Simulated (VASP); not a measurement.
# CuCl (F-43m) in VASP: single point with HSE06

Aim: the single point of CuCl with HSE06.

Everything below comes from runs of VASP 6.6.1. Logs are shortened: lines on timing, memory, paths and dates and some standing lists are left out, and cuts for length are marked.

## Step 1: The cell of the first run

It takes space group F-43m (No. 216, cubic). Conventional cell: a = 5.290 Å, b = 5.290 Å, c = 5.290 Å, α = 90.00°, β = 90.00°, γ = 90.00°. Within 3.0 Å of Cu (site symmetry -43m) lie 4 Cl at 2.29 Å. Cl (site symmetry -43m) has 4 Cu at 2.29 Å within 3.0 Å.

## Step 2: Single point, HSE06

POSCAR

```
CuCl
1.0
    0.0000000000      2.6448430000      2.6448430000
    2.6448430000      0.0000000000      2.6448430000
    2.6448430000      2.6448430000      0.0000000000
Cu Cl
1 1
Direct
    0.0000000000      0.0000000000      0.0000000000
    0.2500000000      0.2500000000      0.2500000000
```

INCAR.step1

```
PREC = Accurate
ENCUT = 520
EDIFF = 1E-5
ISMEAR = -1
SIGMA = 0.05
LREAL = False
LASPH = True
NELM = 120
ALGO = Normal
ISIF = 2
LWAVE = True
NBANDS = 16
GGA = PE
GGA_COMPAT = False
KPAR = 4
```

INCAR.step2

```
PREC = Accurate
ENCUT = 520
EDIFF = 1E-6
ISMEAR = -1
SIGMA = 0.05
LREAL = False
LASPH = True
NELM = 120
ALGO = Normal
ISIF = 2
LWAVE = False
LCHARG = True
GGA = PE
LHFCALC = True
HFSCREEN = 0.2079
PRECFOCK = Normal
LVHAR = True
NBANDS = 16
ISTART = 1
GGA_COMPAT = False
KPAR = 4
```

KPOINTS

```
Automatic mesh
0
Gamma
  8 8 8
```

Potentials or basis: VASP PAW PBE potentials, release 64 (Cu, Cl).

On the command line:

```
cat potpaw_PBE.64/Cu/POTCAR potpaw_PBE.64/Cl/POTCAR > POTCAR
cp INCAR.step1 INCAR
mpirun -np 4 vasp_std > vasp.out
cp INCAR.step2 INCAR
mpirun -np 4 vasp_std > vasp.out
```

OUTCAR:

```text
PREC = Accurate
   ENCUT = 520
   EDIFF = 1E-6
   ISMEAR = -1
   LREAL = False
   LASPH = True
   NELM = 120
   ISIF = 2
   GGA = PE
   LHFCALC = True
   HFSCREEN = 0.2079
   PRECFOCK = Normal
   ISTART = 1

 ion  position               nearest neighbor table
   1  0.000  0.000  0.000-   2 2.29   2 2.29   2 2.29   2 2.29
   2  0.250  0.250  0.250-   1 2.29   1 2.29   1 2.29   1 2.29

  LATTYP: Found a face centered cubic cell.
 ALAT       =     5.2896860000

  Lattice vectors:

 A1 = (   0.0000000000,   2.6448430000,   2.6448430000)
 A2 = (   2.6448430000,   0.0000000000,   2.6448430000)
 A3 = (   2.6448430000,   2.6448430000,   0.0000000000)

Analysis of symmetry for initial positions (statically):
=====================================================================
 Subroutine PRICEL returns:
 Original cell was already a primitive cell.

 Routine SETGRP: Setting up the symmetry group for a
 face centered cubic supercell.

 Subroutine GETGRP returns: Found 24 space group operations
 (whereof 24 operations were pure point group operations)
 out of a pool of 48 trial point group operations.

The static configuration has the point symmetry T_d .

Analysis of symmetry for dynamics (positions and initial velocities):
=====================================================================
 Subroutine PRICEL returns:
 Original cell was already a primitive cell.

 Routine SETGRP: Setting up the symmetry group for a
 face centered cubic supercell.

 Subroutine GETGRP returns: Found 24 space group operations
 (whereof 24 operations were pure point group operations)
 out of a pool of 48 trial point group operations.

The dynamic configuration has the point symmetry T_d .

 Subroutine INISYM returns: Found 24 space group operations
 (whereof 24 operations are pure point group operations),
 and found     1 'primitive' translations

----------------------------------------------------------------------------------------

                                     Primitive cell

  volume of cell :      37.0024

  direct lattice vectors                    reciprocal lattice vectors
     0.000000000  2.644843000  2.644843000    -0.189047138  0.189047138  0.189047138
     2.644843000  0.000000000  2.644843000     0.189047138 -0.189047138  0.189047138
     2.644843000  2.644843000  0.000000000     0.189047138  0.189047138 -0.189047138

  length of vectors
     3.740372841  3.740372841  3.740372841     0.327439248  0.327439248  0.327439248

  position of ions in fractional coordinates (direct lattice)
     0.000000000  0.000000000  0.000000000
     0.250000000  0.250000000  0.250000000

  ion indices of the primitive-cell ions
   primitive index   ion index
                 1           1
                 2           2

----------------------------------------------------------------------------------------

 KPOINTS: Automatic mesh

Automatic generation of k-mesh.
 Grid dimensions read from file:
 generate k-points for:    8    8    8

 Generating k-lattice:

  Cartesian coordinates                     Fractional coordinates (reciprocal lattice)
    -0.023630892  0.023630892  0.023630892     0.125000000  0.000000000  0.000000000
     0.023630892 -0.023630892  0.023630892     0.000000000  0.125000000  0.000000000
     0.023630892  0.023630892 -0.023630892     0.000000000  0.000000000  0.125000000

  Length of vectors
     0.040929906  0.040929906  0.040929906

  Shift w.r.t. Gamma in fractional coordinates (k-lattice)
     0.000000000  0.000000000  0.000000000

 Subroutine IBZKPT returns following result:
 ===========================================

 Found     29 irreducible k-points:

 Following reciprocal coordinates:
            Coordinates               Weight
  0.000000  0.000000  0.000000      1.000000
  0.125000  0.000000  0.000000      8.000000
  0.250000  0.000000  0.000000      8.000000
  0.375000  0.000000  0.000000      8.000000
  0.500000  0.000000  0.000000      4.000000
  0.125000  0.125000  0.000000      6.000000
[... 16 lines left out ...]
  0.500000  0.250000  0.125000     48.000000
 -0.375000  0.250000  0.125000     24.000000
 [... further k-points ...]
   k-points           NKPTS =     29   k-points in BZ     NKDIM =    512   number of bands    NBANDS=     16
   number of dos      NEDOS =    301   number of ions     NIONS =      2
   total plane-waves  NPLWV =  21952
   dimension x,y,z NGX =    28 NGY =   28 NGZ =   28
   dimension x,y,z NGXF=    56 NGYF=   56 NGZF=   56
   ions per type =               1   1
   NGX,Y,Z   is equivalent  to a cutoff of  12.44, 12.44, 12.44 a.u.
   NGXF,Y,Z  is equivalent  to a cutoff of  24.89, 24.89, 24.89 a.u.
 SYSTEM =  unknown system
   PREC   = accura    normal or accurate (medium, high low for compatibility)
   ISTART =      1    job   : 0-new  1-cont  2-samecut
   ICHARG =      0    charge: 1-file 2-atom 10-const
   ISPIN  =      1    spin polarized calculation?
   LNONCOLLINEAR =      F non collinear calculations
   LSORBIT =      F    spin-orbit coupling
   LASPH  =      T    aspherical Exc in radial PAW
   ENCUT  =  520.0 eV  38.22 Ry    6.18 a.u.   6.95  6.95  6.95*2*pi/ulx,y,z
   NELM   =    120;   NELMIN=  2; NELMDL=  0     # of ELM steps
   EDIFF  = 0.1E-05   stopping-criterion for ELM
   LREAL  =      F    real-space projection
   EDIFFG = 0.1E-04   stopping-criterion for IOM
   NSW    =      0    number of steps for IOM
   IBRION =     -1    ionic relax: 0-MD 1-quasi-New 2-CG
   NFREE  =      0    steps in history (QN), initial steepest desc. (CG)
   ISIF   =      2    stress and relaxation
   ISYM   =      3    0-nonsym 1-usesym 2-fastsym
   POTIM  = 0.5000    time-step for ionic-motion
   TEBEG  =    0.0;   TEEND  =   0.0 temperature during run
   PSTRESS=    0.0 pullay stress
   NELECT =      18.0000    total number of electrons
   NUPDOWN=      -1.0000    fix difference up-down
   EMIN   =  10.00;   EMAX   =-10.00  energy-range for DOS
   EFERMI =   0.00;   METHOD = LEGACY
   ISMEAR =    -1;   SIGMA  =   0.05  broadening in eV -4-tet -1-fermi 0-gaus
   EFERMI_NEDOS =   21; number of points for ismear=-14 and -15
   IALGO  =     38    algorithm
   IMIX   =      1    mixing-type and parameters
     AMIX     =   0.40;   BMIX     =  1.00
     AMIX_MAG =   1.60;   BMIX_MAG =  1.00
  volume/ion in A,a.u.               =      18.50       124.85
  Fermi-wavevector in a.u.,A,eV,Ry     =   1.287525  2.433070 22.554669  1.657721
  Thomas-Fermi vector in A             =   2.419534
   LORBIT       =      0    0 simple, 1 ext, 2 COOP (PROOUT), +10 PAW based schemes
   GGA     = PE    functional components
   LHFCALC =     T    Hartree Fock is set to
   PRECFOCK=normal    Normal, Fast or Accurate (Low or Medium for compatibility)
   ENCUT4O =  -1.0   cutoff for four orbital integrals eV
   NKREDX  =     1    reduce k-point grid by
   NKREDY  =     1    reduce k-point grid by
   NKREDZ  =     1    reduce k-point grid by
   AEXX    =    0.2500 exact exchange contribution
   HFSCREEN=    0.2079 screening length (either q_TF or 0.3 A-1)
   HFSCREENC=   0.2079 screening length for correlation (either q_TF or 0.3 A-1)
   ENCUTFOCK=  -1.0 apply spherical cutoff to Coloumb kernel
   IVDW    =     0    specifies the selected vdW correction
   LEPSILON=     F    determine dielectric tensor
   LRPA    =     F    only Hartree local field effects (RPA)
 non-spin polarized calculation
  energy-cutoff  :      520.00
  volume of cell :       37.00
 maximum number of plane-waves:      1012
  NGX = 24; NGY = 24; NGZ = 24

 number of electron      18.0000014 magnetization

 Free energy of the ion-electron system (eV)
  ---------------------------------------------------
  ext. energy  EPLUGINS =         0.00000000
  ---------------------------------------------------
  free energy    TOTEN  =        -7.49992350 eV

  energy without entropy =       -7.49992350  energy(sigma->0) =       -7.49992350

 E-fermi :   4.4489     XC(G=0):  -8.0272

 val. band max:        3.3614592818   @ k =   0.0000   0.0000   0.0000
 cond. band min:       5.7880692278   @ k =   0.0000   0.0000   0.0000
 fundamental gap:      2.4266099461
 Fermi energy:         4.4488878044

 k-point     1 :       0.0000    0.0000    0.0000
  band No.  band energies     occupation
      1     -15.0291      2.00000
      2      -1.9959      2.00000
      3      -1.9959      2.00000
      4      -1.9959      2.00000
      5       1.2593      2.00000
      6       1.2593      2.00000
[... 8 lines left out ...]
     15      17.2374      0.00000
     16      18.6127      0.00000

 k-point     2 :       0.1250    0.0000    0.0000
  band No.  band energies     occupation
      1     -14.9517      2.00000
      2      -2.2553      2.00000
      3      -1.9784      2.00000
      4      -1.9784      2.00000
      5       1.2494      2.00000
      6       1.2494      2.00000
[... 8 lines left out ...]
     15      16.6100      0.00000
     16      18.7609      0.00000

 k-point     3 :       0.2500    0.0000    0.0000
  band No.  band energies     occupation
      1     -14.7568      2.00000
      2      -2.8441      2.00000
      3      -1.9401      2.00000
      4      -1.9401      2.00000
      5       1.2502      2.00000
      6       1.2502      2.00000
[... 8 lines left out ...]
     15      16.3704      0.00000
     16      17.8201      0.00000

 k-point     4 :       0.3750    0.0000    0.0000
  band No.  band energies     occupation
      1     -14.5491      2.00000
      2      -3.3979      2.00000
      3      -1.9078      2.00000
      4      -1.9078      2.00000
      5       1.2989      2.00000
      6       1.2989      2.00000
[... 8 lines left out ...]
     15      17.4744      0.00000
     16      17.4744      0.00000

 k-point     5 :       0.5000    0.0000    0.0000
  band No.  band energies     occupation
      1     -14.4589      2.00000
      2      -3.6209      2.00000
      3      -1.8965      2.00000
      4      -1.8965      2.00000
      5       1.3405      2.00000
      6       1.3405      2.00000
[... 8 lines left out ...]
     15      18.7487      0.00000
     16      18.7487      0.00000

 k-point     6 :       0.1250    0.1250    0.0000
  band No.  band energies     occupation
      1     -14.9260      2.00000
      2      -2.2969      2.00000
      3      -1.9894      2.00000
      4      -1.9894      2.00000
      5       1.1983      2.00000
      6       1.2891      2.00000
[... 8 lines left out ...]
     15      17.3783      0.00000
     16      19.8659      0.00000
[... 267 lines left out ...]
 k-point    21 :       0.5000    0.5000    0.0000
  band No.  band energies     occupation
      1     -14.2759      2.00000
      2      -3.6118      2.00000
      3      -1.9058      2.00000
      4      -1.9058      2.00000
      5       1.1494      2.00000
      6       1.4654      2.00000
[... 8 lines left out ...]
     15      18.5068      0.00000
     16      19.6714      0.00000

 k-point    22 :       0.3750    0.2500    0.1250
  band No.  band energies     occupation
      1     -14.6090      2.00000
      2      -3.0064      2.00000
      3      -2.0977      2.00000
      4      -1.9188      2.00000
      5       1.1314      2.00000
      6       1.3530      2.00000
[... 8 lines left out ...]
     15      18.0585      0.00000
     16      20.6530      0.00000

 k-point    23 :       0.5000    0.2500    0.1250
  band No.  band energies     occupation
      1     -14.4400      2.00000
      2      -3.2226      2.00000
      3      -2.2763      2.00000
      4      -1.8988      2.00000
      5       1.1791      2.00000
      6       1.3153      2.00000
[... 8 lines left out ...]
     15      19.2440      0.00000
     16      19.5824      0.00000

 k-point    24 :      -0.3750    0.2500    0.1250
  band No.  band energies     occupation
      1     -14.3675      2.00000
      2      -3.2960      2.00000
      3      -2.3688      2.00000
      4      -1.8960      2.00000
      5       1.1478      2.00000
      6       1.2994      2.00000
[... 8 lines left out ...]
     15      18.4768      0.00000
     16      19.6095      0.00000

 [... further k-points ...]

------------------------ aborting loop because EDIFF is reached ----------------------------------------

  FORCE on cell =-STRESS in cart. coord.  units (eV):
  Direction    XX          YY          ZZ          XY          YZ          ZX
  --------------------------------------------------------------------------------------
  -------------------------------------------------------------------------------------
  Total        1.0916972      1.0916972      1.0916972      0.0000000      0.0000000     -0.0000000
  in kB       47.2697266     47.2697266     47.2697266      0.0000000      0.0000000     -0.0000000
  external PRESSURE =      47.2697266 kB  Pullay stress =       0.0000000 kB

 VOLUME and BASIS-vectors are now :
 -----------------------------------------------------------------------------
  energy-cutoff  :      520.00
  volume of cell :       37.00
      direct lattice vectors                 reciprocal lattice vectors
     0.000000000  2.644843000  2.644843000    -0.189047138  0.189047138  0.189047138
     2.644843000  0.000000000  2.644843000     0.189047138 -0.189047138  0.189047138
     2.644843000  2.644843000  0.000000000     0.189047138  0.189047138 -0.189047138

 POSITION                                       TOTAL-FORCE (eV/Angst)
 -----------------------------------------------------------------------------------
      0.00000      0.00000      0.00000         0.000000      0.000000      0.000000
      1.32242      1.32242      1.32242        -0.000000     -0.000000     -0.000000
 -----------------------------------------------------------------------------------
    total drift:                               -0.000123     -0.000092     -0.000061

  FREE ENERGIE OF THE ION-ELECTRON SYSTEM (eV)
  ---------------------------------------------------
  free  energy   TOTEN  =        -7.4999235013 eV

  energy  without entropy=       -7.4999235013  energy(sigma->0) =       -7.49992350
```

It took 38 min on 4 MPI ranks of Intel Xeon Platinum 8259CL at 2.50GHz (Skylake/Cascade Lake), shared host; peak memory 0.28 GiB.

What came out:

- Free energy: -7.4999 eV
- Pressure: 4.7 GPa
- Band gap on the k mesh: 2.43 eV

Levels at points of the mesh, in eV from the valence-band top:
| k point | band 6 | band 7 | band 8 | band 9 | band 10 | band 11 | band 12 | band 13 |
| --- | --- | --- | --- | --- | --- | --- | --- | --- |
| (0.00, 0.00, 0.00) | -2.10 | 0.00 | 0.00 | 0.00 | 2.43 | 8.62 | 8.62 | 8.62 |
| (0.50, 0.00, 0.00) | -2.02 | -1.95 | -0.76 | -0.76 | 4.87 | 8.96 | 9.04 | 9.04 |
| (0.50, 0.50, 0.00) | -1.90 | -1.83 | -1.59 | -1.59 | 4.93 | 6.46 | 11.15 | 13.69 |

Caveat: the cell stands under pressure; the PAW data sets were made with another functional, which shifts forces and pressure a little.
